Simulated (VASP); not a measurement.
# CaO (Fm-3m) in VASP: notebook, part 2 of 2

VASP 6.6.1. The steps go on from the part before.

## Step 3: Relaxation of cell and atoms, LDA, target pressure -1 GPa, at which the enthalpy is minimised

This run uses another cell than the first one, of 13.04 Å³/atom.

The input, INCAR:

```
SYSTEM = CaO
ALGO = Normal
EDIFF = 1E-7
EDIFFG = -0.001
ENCUT = 600
GGA_COMPAT = .FALSE.
IBRION = 2
ISIF = 3
ISMEAR = 0
LASPH = .TRUE.
LCHARG = .FALSE.
LREAL = .FALSE.
LWAVE = .FALSE.
NELM = 120
NELMIN = 4
NSW = 80
PREC = Accurate
PSTRESS = -10.0
SIGMA = 0.01
```

The input, KPOINTS:

```
k-points
0
G
  8 8 8
  0 0 0
```

The input, POSCAR:

```
CaO
1.0
    0.0000000000      2.3538977898      2.3538977898
    2.3538977898      0.0000000000      2.3538977898
    2.3538977898      2.3538977898      0.0000000000
Ca O
1 1
Direct
    0.0000000000      0.0000000000      0.0000000000
    0.5000000000      0.5000000000      0.5000000000
```

Potentials or basis: VASP PAW LDA potentials, release 64 (Ca_sv, O).

Run with:

```bash
$ cat potpaw_LDA.64/Ca_sv/POTCAR potpaw_LDA.64/O/POTCAR > POTCAR
$ mpirun -np 1 vasp_std > vasp.out
```

OUTCAR:

```text
SYSTEM = CaO
   EDIFF = 1E-7
   EDIFFG = -0.001
   ENCUT = 600
   IBRION = 2
   ISIF = 3
   ISMEAR = 0
   LASPH = .TRUE.
   LREAL = .FALSE.
   NELM = 120
   NELMIN = 4
   NSW = 80
   PREC = Accurate
   PSTRESS = -10.0

 ion  position               nearest neighbor table
   1  0.000  0.000  0.000-   2 2.35   2 2.35   2 2.35   2 2.35   2 2.35   2 2.35
   2  0.500  0.500  0.500-   1 2.35   1 2.35   1 2.35   1 2.35   1 2.35   1 2.35

  LATTYP: Found a face centered cubic cell.
 ALAT       =     4.7077955796

  Lattice vectors:

 A1 = (   0.0000000000,   2.3538977898,   2.3538977898)
 A2 = (   2.3538977898,   0.0000000000,   2.3538977898)
 A3 = (   2.3538977898,   2.3538977898,   0.0000000000)

Analysis of symmetry for initial positions (statically):
=====================================================================
 Subroutine PRICEL returns:
 Original cell was already a primitive cell.

 Routine SETGRP: Setting up the symmetry group for a
 face centered cubic supercell.

 Subroutine GETGRP returns: Found 48 space group operations
 (whereof 48 operations were pure point group operations)
 out of a pool of 48 trial point group operations.

The static configuration has the point symmetry O_h .

Analysis of symmetry for dynamics (positions and initial velocities):
=====================================================================
 Subroutine PRICEL returns:
 Original cell was already a primitive cell.

 Routine SETGRP: Setting up the symmetry group for a
 face centered cubic supercell.

 Subroutine GETGRP returns: Found 48 space group operations
 (whereof 48 operations were pure point group operations)
 out of a pool of 48 trial point group operations.

The dynamic configuration has the point symmetry O_h .

 Subroutine INISYM returns: Found 48 space group operations
 (whereof 48 operations are pure point group operations),
[... 131 lines left out ...]
  volume of cell :       26.09
 maximum number of plane-waves:       893
   NGX = 13   NGY = 13   NGZ = 13

--------------------------------------- Ionic step        1  -------------------------------------------

 number of electron      15.9999999 magnetization

 Free energy of the ion-electron system (eV)
  ---------------------------------------------------
  ext. energy  EPLUGINS =         0.00000000
  ---------------------------------------------------
  free energy    TOTEN  =       -14.22305168 eV

  energy without entropy =      -14.22305168  energy(sigma->0) =      -14.22305168

------------------------ aborting loop because EDIFF is reached ----------------------------------------

  FORCE on cell =-STRESS in cart. coord.  units (eV):
  Direction    XX          YY          ZZ          XY          YZ          ZX
  --------------------------------------------------------------------------------------
  -------------------------------------------------------------------------------------
  Total        0.1380529      0.1380529      0.1380529      0.0000000      0.0000000     -0.0000000
  in kB        8.4793645      8.4793645      8.4793645      0.0000000      0.0000000     -0.0000000
  external PRESSURE =      18.4793645 kB  Pullay stress =     -10.0000000 kB
[... 63 lines left out ...]
--------------------------------------- Ionic step        3  -------------------------------------------

 number of electron      15.9999998 magnetization

 Free energy of the ion-electron system (eV)
  ---------------------------------------------------
  ext. energy  EPLUGINS =         0.00000000
  ---------------------------------------------------
  free energy    TOTEN  =       -14.22284000 eV

  energy without entropy =      -14.22284000  energy(sigma->0) =      -14.22284000

 E-fermi :   2.3772     XC(G=0): -11.2659

 val. band max:        2.2965201448   @ k =   0.0000   0.0000   0.0000
 cond. band min:       5.7276607860   @ k =   0.5000   0.5000   0.0000
 fundamental gap:      3.4311406413
 Fermi energy:         2.3771548005

 k-point     1 :       0.0000    0.0000    0.0000
  band No.  band energies     occupation
      1     -34.5791      2.00000
      2     -15.5858      2.00000
      3     -15.5858      2.00000
      4     -15.5858      2.00000
      5     -13.0055      2.00000
      6       2.2965      2.00000
      7       2.2965      2.00000
      8       2.2965      2.00000
      9       7.2565      0.00000
     10       8.5145      0.00000
     11       8.5145      0.00000
     12       8.5145      0.00000
[... 331 lines left out ...]
 k-point    24 :      -0.3750    0.2500    0.1250
  band No.  band energies     occupation
      1     -34.4197      2.00000
      2     -16.7087      2.00000
      3     -15.8843      2.00000
      4     -15.7413      2.00000
      5     -11.8863      2.00000
      6       0.1176      2.00000
      7       1.1002      2.00000
      8       1.1488      2.00000
      9       9.1227      0.00000
     10       9.1923      0.00000
     11      11.2966      0.00000
     12      11.5745      0.00000

 [... further k-points ...]

------------------------ aborting loop because EDIFF is reached ----------------------------------------

  FORCE on cell =-STRESS in cart. coord.  units (eV):
  Direction    XX          YY          ZZ          XY          YZ          ZX
  --------------------------------------------------------------------------------------
  -------------------------------------------------------------------------------------
  Total       -0.1648775     -0.1648775     -0.1648775      0.0000000     -0.0000000      0.0000000
  in kB       -9.9821750     -9.9821750     -9.9821750      0.0000000     -0.0000000      0.0000000
  external PRESSURE =       0.0178250 kB  Pullay stress =     -10.0000000 kB
[... 21 lines left out ...]
  energy  without entropy=      -14.2228400023  energy(sigma->0) =      -14.22284000

  enthalpy is  TOTEN    =       -14.3880119547 eV   P V=       -0.1651719525

 reached required accuracy - stopping structural energy minimisation
```

OSZICAR:

```text
N       E                     dE             d eps       ncg     rms          rms(c)
DAV:   1     0.139879793765E+03    0.13988E+03   -0.95881E+03   696   0.153E+03
DAV:   2    -0.846927586780E+01   -0.14835E+03   -0.14172E+03   784   0.355E+02
DAV:   3    -0.156977755523E+02   -0.72285E+01   -0.71743E+01   884   0.816E+01
[... 28 lines left out ...]
DAV:   5    -0.142227963038E+02   -0.63419E-05   -0.80018E-06   868   0.340E-02    0.232E-02
DAV:   6    -0.142228375741E+02   -0.41270E-04   -0.54201E-05  1100   0.453E-02    0.944E-03
DAV:   7    -0.142228401443E+02   -0.25701E-05   -0.38417E-06  1136   0.187E-02    0.199E-03
DAV:   8    -0.142228400034E+02    0.14081E-06   -0.14334E-07   688   0.312E-03    0.341E-04
DAV:   9    -0.142228400023E+02    0.11978E-08   -0.43384E-08   392   0.130E-03
   3 F= -.14388012E+02 E0= -.14388012E+02  d E =-.214985E-02
```

CONTCAR:

```text
CaO
   1.00000000000000
     0.0000000000000000    2.3652241050959670    2.3652241050959670
     2.3652241050959670    0.0000000000000000    2.3652241050959670
     2.3652241050959670    2.3652241050959670   -0.0000000000000000
  Ca              O
     1     1
Direct
     0.0000000000000000    0.0000000000000000    0.0000000000000000
     0.5000000000000000    0.5000000000000000    0.5000000000000000

  0.00000000E+00  0.00000000E+00  0.00000000E+00
  0.00000000E+00  0.00000000E+00  0.00000000E+00
```

Wall time 24 s (1 thread of Intel Xeon Platinum 8375C at 2.90GHz (Ice Lake), shared host); peak memory 0.16 GiB.

Results:

* Free energy: -14.2228 eV
* Relaxed volume: 13.23 Å³/atom
* Relaxed cell: a = 3.345 Å, b = 3.345 Å, c = 3.345 Å, α = 60.00°, β = 60.00°, γ = 60.00°
* Space group after relaxing (to 0.1 Å): Fm-3m (No. 225)
* Energy change on relaxing (the run minimises the enthalpy): +0.1 meV/atom
* Ionic steps: 3
* Pressure after relaxing: -1.0 GPa
* Band gap on the k mesh: 3.43 eV (least direct gap 3.79 eV)

The path:
```
step  energy change (eV)  largest force (eV/Å)  pressure (GPa)  volume (Å³)
   1              0.0000                0.0000            0.85        26.09
   2              0.0020                0.0000           -1.89        26.66
   3              0.0002                0.0000           -1.00        26.46
```

Final structure:
```cif
data_structure
_symmetry_space_group_name_H-M 'P 1'
_symmetry_Int_Tables_number 1
_cell_length_a 3.3449
_cell_length_b 3.3449
_cell_length_c 3.3449
_cell_angle_alpha 60.000
_cell_angle_beta 60.000
_cell_angle_gamma 60.000
_cell_volume 26.46
loop_
_atom_site_label
_atom_site_type_symbol
_atom_site_fract_x
_atom_site_fract_y
_atom_site_fract_z
_atom_site_occupancy
Ca1 Ca 0.00000 0.00000 0.00000 1
O1 O 0.50000 0.50000 0.50000 1
```

Caveat: the cell is relaxed towards a set pressure, so the run minimises the enthalpy, not the energy.
